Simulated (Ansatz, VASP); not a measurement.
**Si2Mo in VASP and in Ansatz**

```
CELL_PARAMETERS angstrom
-1.56800 1.56800 3.93050
1.56800 -1.56800 3.93050
1.56800 1.56800 -3.93050
ATOMIC_POSITIONS crystal
Mo 0.00000 0.00000 0.00000
Si 0.66700 0.66700 0.00000
Si 0.33300 0.33300 0.00000
```

Alike in both runs: functional PBE; k mesh 10 × 10 × 10; occupations fermi-dirac, width 0.05 eV; no spin polarisation.

|  | VASP | Ansatz |
| --- | --- | --- |
| version | VASP 6.6.1 | Ansatz 0.2.0 |
| potentials or method | VASP PAW PBE potentials, release 64 (Mo_sv, Si) | Ansatz PAW |
| plane-wave cutoff (eV) | 520 | 420 |
| valence electrons in the cell | 22 | 22 |
| task | single point | band structure |

VASP gave:

| Item | Value |
| --- | --- |
| gap on the k mesh at the Fermi level (eV) | none |
| pressure (GPa) | 11.7 |
| traceless stress, the component that is largest in VASP (GPa) | -5.63 |
| rms of the force components (eV/Å) | 0.096 |

Question: Which values does Ansatz return?

Answer: gap on the k mesh at the Fermi level (eV): none; pressure (GPa): 11.5; traceless stress, the component that is largest in VASP (GPa): -5.63; rms of the force components (eV/Å): 0.099.

Atom by atom the forces differ by 0.004 eV/Å (rms over components). A gap of «none» marks a metal or a gap that the smearing closes.
